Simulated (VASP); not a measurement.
Here is a VASP 6.6.1 calculation.

Contents of INCAR:

```
ALGO = Normal
EDIFF = 1E-7
ENCUT = 520
GGA = PE
ISIF = 2
ISMEAR = 0
ISPIN = 2
LASPH = True
LCHARG = True
LELF = True
LMAXMIX = 4
LORBIT = 11
LREAL = False
LVHAR = True
LWAVE = False
MAGMOM = 1.74 0.78 0.15 0.15 0.15
NBANDS = 33
NELM = 150
PREC = Accurate
SIGMA = 0.1
```

The input KPOINTS:

```
k-points
0
Gamma
  10 10 10
```

POSCAR

```
RuBrF3
1.0
    4.1911049085      0.0000000000      0.0000000000
    0.0000000000      4.1911049085      0.0000000000
    0.0000000000      0.0000000000      4.1911049085
Ru Br F
1 1 3
Direct
    0.5000000000      0.5000000000      0.5000000000
    0.0000000000      0.0000000000      0.0000000000
    0.0000000000      0.5000000000      0.5000000000
    0.5000000000      0.0000000000      0.5000000000
    0.5000000000      0.5000000000      0.0000000000
```

Potentials or basis: VASP PAW PBE potentials, release 64 (Ru_pv, Br, F).

Run with:

```console
$ cat potpaw_PBE.64/Ru_pv/POTCAR potpaw_PBE.64/Br/POTCAR potpaw_PBE.64/F/POTCAR > POTCAR
$ mpirun -np 1 vasp_std > vasp.out
```

(1) Predict the pressure.

(2) Predict the site moments.

Results:

(1) 0.0 GPa.

(2) Ru +2.19; Br +0.64; F +0.13 μB.
